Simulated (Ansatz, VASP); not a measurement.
Two plane-wave programs on K

```
K
1.0
     0.00000    3.44831    3.44831
     3.44831    0.00000    3.44831
     3.44831    3.44831    0.00000
K
1
Direct
  0.00000 0.00000 0.00000
```

Alike in both runs: task single point; functional BLYP; k mesh 9 × 9 × 9; occupations fermi-dirac, width 0.1 eV; no spin polarisation.

```csv
,VASP,Ansatz
version,VASP 6.6.1,Ansatz 0.2.0
potentials or method,"VASP PAW PBE potentials, release 64 (K_sv), cutoff 520 eV","plane waves (420 eV) with PAW, scalar-relativistic"
valence electrons in the cell,9,9
```

|  | VASP | Ansatz | Ansatz less VASP |
| --- | --- | --- | --- |
| pressure (GPa) | -0.2 | -0.2 | +0.01 |

VASP's potentials were made for PBE, not for BLYP. With one functional, cell and mesh, what is left measures potentials, basis and numerics.
